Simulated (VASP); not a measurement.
# C10Cl in VASP: relaxation of the atoms with PBE

Aim: the relaxation of the atoms of C10Cl with PBE.

All numbers are computed with VASP 6.6.1; they aren't measurements. Logs are shortened: lines on timing, memory, paths and dates and some standing lists are left out, and cuts for length are marked.

**1. The cell of the first run**

The cell holds a wire or tube with vacuum around it, 11 atoms: a = 4.272 Å, b = 8.872 Å, c = 20.279 Å, α = 90.00°, β = 90.00°, γ = 103.93°.

**2. Relaxation of the atoms, PBE**

INCAR

```
SYSTEM = C10Cl
PREC = Accurate ; ENCUT = 520
EDIFF = 1E-7 ; ISMEAR = 0
SIGMA = 0.1 ; LREAL = .FALSE.
LASPH = .TRUE. ; NELM = 120
ALGO = Normal ; ISIF = 2
LWAVE = .FALSE. ; LCHARG = .FALSE.
LDIPOL = .TRUE. ; IDIPOL = 3
DIPOL = 0.5 0.5 0.335 ; GGA = PE
IBRION = 2 ; NSW = 36
EDIFFG = -0.025 ; GGA_COMPAT = .FALSE.
NELMIN = 4 ; NELMDL = -8
KPAR = 4
```

KPOINTS

```
regular mesh
0
G
  7 3 1
  0 0 0
```

POSCAR

```
C10Cl
1.0
    4.2718357708      0.0000000000      0.0000000000
   -2.1359178854      8.6110540238      0.0000000000
    0.0000000000      0.0000000000     20.2788004813
C Cl
10 1
Selective dynamics
Direct
    0.1564123854      0.9794914374      0.1972503257  F F F
    0.8230790520      0.9794914374      0.1972503257  F F F
    0.6461581040      0.9589828748      0.2574344554  F F F
    0.3128247708      0.9589828748      0.2574344554  F F F
    0.1338042252      0.9383827949      0.3175270426  F F F
    0.8045778963      0.9383825959      0.3175270455  F F F
    0.6222260098      0.9176685708      0.3778997975  F F F
    0.2954418906      0.9176685766      0.3778997213  F F F
    0.0947392957      0.8987953138      0.4329048587  F F F
    0.8040522437      0.8987946148      0.4329053136  F F F
    0.5947392957      0.8987953138      0.5139534044  F F T
```

Potentials or basis: VASP PAW PBE potentials, release 64 (C, Cl).

The run is started by

```
cat potpaw_PBE.64/C/POTCAR potpaw_PBE.64/Cl/POTCAR > POTCAR
mpirun -np 4 vasp_std > vasp.out
```

OUTCAR:

```text
SYSTEM = C10Cl
   PREC = Accurate
   ENCUT = 520
   EDIFF = 1E-7
   ISMEAR = 0
   LREAL = .FALSE.
   LASPH = .TRUE.
   NELM = 120
   ISIF = 2
   GGA = PE
   IBRION = 2
   NSW = 36
   EDIFFG = -0.025
   NELMIN = 4
   NELMDL = -8

 ion  position               nearest neighbor table
   1  0.156  0.979  0.197-   2 1.42   4 1.42
   2  0.823  0.979  0.197-   1 1.42   3 1.42
   3  0.646  0.959  0.257-   4 1.42   2 1.42   6 1.43
   4  0.313  0.959  0.257-   3 1.42   1 1.42   5 1.43
   5  0.134  0.938  0.318-   6 1.41   4 1.43   8 1.44
   6  0.805  0.938  0.318-   5 1.41   3 1.43   7 1.44
   7  0.622  0.918  0.378-  10 1.39   8 1.40   6 1.44
   8  0.295  0.918  0.378-   9 1.39   7 1.40   5 1.44
   9  0.095  0.899  0.433-  10 1.24   8 1.39
  10  0.804  0.899  0.433-   9 1.24   7 1.39  11 1.87
  11  0.595  0.899  0.514-  10 1.87

  LATTYP: Found a base centered orthorhombic cell.
 ALAT       =     4.2718357708
 B/A-ratio  =     4.0315473187
 C/A-ratio  =     4.7470927183

  Lattice vectors:

 A1 = (   2.1359178854,  -8.6110540238,   0.0000000000)
 A2 = (   2.1359178854,   8.6110540238,   0.0000000000)
 A3 = (   0.0000000000,   0.0000000000,  20.2788004813)

Analysis of symmetry for initial positions (statically):
=====================================================================
 Subroutine PRICEL returns:
 Original cell was already a primitive cell.

 Routine SETGRP: Setting up the symmetry group for a
 base centered orthorhombic supercell.

 Subroutine GETGRP returns: Found  1 space group operations
 (whereof  1 operations were pure point group operations)
 out of a pool of  8 trial point group operations.

The static configuration has the point symmetry C_1 .

Analysis of symmetry for dynamics (positions and initial velocities):
=====================================================================
 Subroutine PRICEL returns:
 Original cell was already a primitive cell.

 Routine SETGRP: Setting up the symmetry group for a
 base centered orthorhombic supercell.

 Subroutine GETGRP returns: Found  1 space group operations
 (whereof  1 operations were pure point group operations)
 out of a pool of  8 trial point group operations.

The dynamic configuration has the point symmetry C_1 .

Analysis of constrained symmetry for selective dynamics:
=====================================================================
 Subroutine PRICEL returns:
 Original cell was already a primitive cell.

 Routine SETGRP: Setting up the symmetry group for a
 base centered orthorhombic supercell.

 Subroutine GETGRP returns: Found  1 space group operations
 (whereof  1 operations were pure point group operations)
 out of a pool of  8 trial point group operations.

The constrained configuration has the point symmetry C_1 .

 Subroutine INISYM returns: Found  1 space group operations
 (whereof  1 operations are pure point group operations),
 and found     1 'primitive' translations

----------------------------------------------------------------------------------------

                                     Primitive cell

  volume of cell :     745.9559

  direct lattice vectors                    reciprocal lattice vectors
     4.271835771  0.000000000  0.000000000     0.234091396  0.058064901  0.000000000
    -2.135917885  8.611054024  0.000000000     0.000000000  0.116129802  0.000000000
     0.000000000  0.000000000 20.278800481     0.000000000  0.000000000  0.049312581

  length of vectors
     4.271835771  8.872000711 20.278800481     0.241185229  0.116129802  0.049312581

  position of ions in fractional coordinates (direct lattice)
     0.156412385  0.979491437  0.197250326
     0.823079052  0.979491437  0.197250326
     0.646158104  0.958982875  0.257434455
[... 55 lines left out ...]
|                                                                             |
|        The reciprocal lattice is base centered orthorhombic,                |
|        whereas your k-lattice is simple monoclinic.                         |
|                                                                             |
|     Results are often still useful ...                                      |
|                                                                             |
 -----------------------------------------------------------------------------

 WARNING: IBZKPT: internal override: KBLOWUP is changed to .FALSE.
      ... skipping the blow-up phase ...

 Subroutine IBZKPT returns following result:
 ===========================================

 Found     11 irreducible k-points:

 Following reciprocal coordinates:
            Coordinates               Weight
  0.000000  0.000000  0.000000      1.000000
  0.142857 -0.000000  0.000000      2.000000
  0.285714  0.000000  0.000000      2.000000
  0.428571  0.000000  0.000000      2.000000
  0.000000  0.333333  0.000000      2.000000
  0.142857  0.333333  0.000000      2.000000
  0.285714  0.333333  0.000000      2.000000
  0.428571  0.333333  0.000000      2.000000
 -0.428571  0.333333  0.000000      2.000000
 -0.285714  0.333333  0.000000      2.000000
 -0.142857  0.333333  0.000000      2.000000
   k-points           NKPTS =     11   k-points in BZ     NKDIM =     11   number of bands    NBANDS=     29
   number of dos      NEDOS =    301   number of ions     NIONS =     11
   total plane-waves  NPLWV = 358400
   dimension x,y,z NGX =    32 NGY =   70 NGZ =  160
   dimension x,y,z NGXF=    64 NGYF=  140 NGZF=  320
   ions per type =              10   1
   NGX,Y,Z   is equivalent  to a cutoff of  12.45, 13.12, 13.12 a.u.
   NGXF,Y,Z  is equivalent  to a cutoff of  24.91, 26.23, 26.23 a.u.
 SYSTEM =  C10Cl
   PREC   = accura    normal or accurate (medium, high low for compatibility)
   ISTART =      0    job   : 0-new  1-cont  2-samecut
   ICHARG =      2    charge: 1-file 2-atom 10-const
   ISPIN  =      1    spin polarized calculation?
   LNONCOLLINEAR =      F non collinear calculations
   LSORBIT =      F    spin-orbit coupling
   LASPH  =      T    aspherical Exc in radial PAW
   ENCUT  =  520.0 eV  38.22 Ry    6.18 a.u.   7.94 16.50 37.71*2*pi/ulx,y,z
   NELM   =    120;   NELMIN=  4; NELMDL= -8     # of ELM steps
   EDIFF  = 0.1E-06   stopping-criterion for ELM
   LREAL  =      F    real-space projection
   EDIFFG = -.3E-01   stopping-criterion for IOM
   NSW    =     36    number of steps for IOM
   IBRION =      2    ionic relax: 0-MD 1-quasi-New 2-CG
   NFREE  =      1    steps in history (QN), initial steepest desc. (CG)
   ISIF   =      2    stress and relaxation
   ISYM   =      2    0-nonsym 1-usesym 2-fastsym
   POTIM  = 0.5000    time-step for ionic-motion
   TEBEG  =    0.0;   TEEND  =   0.0 temperature during run
   PSTRESS=    0.0 pullay stress
   NELECT =      47.0000    total number of electrons
   NUPDOWN=      -1.0000    fix difference up-down
   EMIN   =  10.00;   EMAX   =-10.00  energy-range for DOS
   EFERMI =   0.00;   METHOD = LEGACY
   ISMEAR =     0;   SIGMA  =   0.10  broadening in eV -4-tet -1-fermi 0-gaus
   EFERMI_NEDOS =   21; number of points for ismear=-14 and -15
   IALGO  =     38    algorithm
   IMIX   =      4    mixing-type and parameters
     AMIX     =   0.40;   BMIX     =  1.00
     AMIX_MAG =   1.60;   BMIX_MAG =  1.00
  volume/ion in A,a.u.               =      67.81       457.63
  Fermi-wavevector in a.u.,A,eV,Ry     =   0.651433  1.231030  5.773835  0.424365
  Thomas-Fermi vector in A             =   1.721031
   LORBIT       =      0    0 simple, 1 ext, 2 COOP (PROOUT), +10 PAW based schemes
   GGA     = PE    functional components
   LHFCALC =     F    Hartree Fock is set to
   AEXX    =    0.0000 exact exchange contribution
   IVDW    =     0    specifies the selected vdW correction
   LEPSILON=     F    determine dielectric tensor
   LRPA    =     F    only Hartree local field effects (RPA)
 conjugate gradient relaxation of ions
 non-spin polarized calculation
 Gauss-broadening in eV      SIGMA  =   0.10
  energy-cutoff  :      520.00
  volume of cell :      745.96
 maximum number of plane-waves:     20148
   NGX = 15   NGY = 33   NGZ = 75

 dipolmoment           0.000000      0.000000      0.179399 electrons x Angstroem

--------------------------------------- Ionic step        1  -------------------------------------------

 number of electron      46.9999998 magnetization

 Free energy of the ion-electron system (eV)
  ---------------------------------------------------
  ext. energy  EPLUGINS =         0.00000000
  ---------------------------------------------------
  free energy    TOTEN  =       -85.25461228 eV

  energy without entropy =      -85.21151141  energy(sigma->0) =      -85.23306185

------------------------ aborting loop because EDIFF is reached ----------------------------------------

  FORCE on cell =-STRESS in cart. coord.  units (eV):
  Direction    XX          YY          ZZ          XY          YZ          ZX
  --------------------------------------------------------------------------------------
  -------------------------------------------------------------------------------------
  Total        3.3128951     -0.1032079     -1.4592008     -0.1438720      0.0618928      1.5037357
  in kB        7.1154954     -0.2216717     -3.1340977     -0.3090109      0.1329346      3.2297504
  external PRESSURE =       1.2532420 kB  Pullay stress =       0.0000000 kB
[... 77 lines left out ...]
--------------------------------------- Ionic step        3  -------------------------------------------

 number of electron      46.9999999 magnetization

 dipolmoment           0.000000      0.000000     -0.141646 electrons x Angstroem

 Free energy of the ion-electron system (eV)
  ---------------------------------------------------
  ext. energy  EPLUGINS =         0.00000000
  ---------------------------------------------------
  free energy    TOTEN  =       -85.27057122 eV

  energy without entropy =      -85.22601023  energy(sigma->0) =      -85.24829073

 E-fermi :  -4.2344     XC(G=0):  -2.2943

 val. band max:       -4.2690389508   @ k =   0.0000   0.3333   0.0000
 cond. band min:      -4.2326872157   @ k =   0.1429  -0.0000   0.0000
 fundamental gap:      0.0363517351
 Fermi energy:        -4.2344082817

 k-point     1 :       0.0000    0.0000    0.0000
  band No.  band energies     occupation
      1     -23.0608      2.00000
      2     -21.6096      2.00000
      3     -20.1873      2.00000
      4     -18.2232      2.00000
      5     -17.6058      2.00000
      6     -17.1087      2.00000
[... 341 lines left out ...]
     28      -0.4124      0.00000
     29       0.0129      0.00000

------------------------ aborting loop because EDIFF is reached ----------------------------------------

 vacuum level on the upper side and lower side of the slab       (xc-potential included)        -0.394         0.293

  FORCE on cell =-STRESS in cart. coord.  units (eV):
  Direction    XX          YY          ZZ          XY          YZ          ZX
  --------------------------------------------------------------------------------------
  -------------------------------------------------------------------------------------
  Total        3.7437459     -0.1002647     -0.1674867     -0.1426434      0.0057200      1.3466538
  in kB        8.0408845     -0.2153504     -0.3597309     -0.3063720      0.0122855      2.8923671
  external PRESSURE =       2.4886011 kB  Pullay stress =       0.0000000 kB
[... 26 lines left out ...]
  FREE ENERGIE OF THE ION-ELECTRON SYSTEM (eV)
  ---------------------------------------------------
  free  energy   TOTEN  =       -85.2705712237 eV

  energy  without entropy=      -85.2260102299  energy(sigma->0) =      -85.24829073

 reached required accuracy - stopping structural energy minimisation

 vacuum level on the upper side and lower side of the slab         1.101         1.800
```

It took 14 min on 4 MPI ranks of AMD EPYC 7R43 (Zen 3), shared host; peak memory 0.91 GiB.

What came out:

| Item | Value |
| --- | --- |
| Free energy | -85.2706 eV |
| Energy gained by relaxing | 1.5 meV/atom |
| Ionic steps | 3 |
| Band gap on the k mesh | zero (an odd number of electrons rules out a gap without spin polarisation) |

The path:
| step | energy change (eV) | largest force on free atoms (eV/Å) | pressure (GPa) |
| --- | --- | --- | --- |
| 1 | 0.0000 | 0.5540 | 0.13 |
| 2 | -0.0115 | 0.3037 | 0.18 |
| 3 | -0.0160 | 0.0026 | 0.25 |

Final structure:
```
C Cl
1.0
     4.27184    0.00000    0.00000
    -2.13592    8.61105    0.00000
     0.00000    0.00000   20.27880
C Cl
10 1
Direct
  0.15641 0.97949 0.19725
  0.82308 0.97949 0.19725
  0.64616 0.95898 0.25743
  0.31282 0.95898 0.25743
  0.13380 0.93838 0.31753
  0.80458 0.93838 0.31753
  0.62223 0.91767 0.37790
  0.29544 0.91767 0.37790
  0.09474 0.89880 0.43290
  0.80405 0.89879 0.43291
  0.59474 0.89880 0.51125
```

Caveat: an odd number of electrons without spin polarisation forces a metal; a magnetic or distorted state may lie lower.

The gap in the log of VASP goes by the Fermi energy; the results here count the filled bands.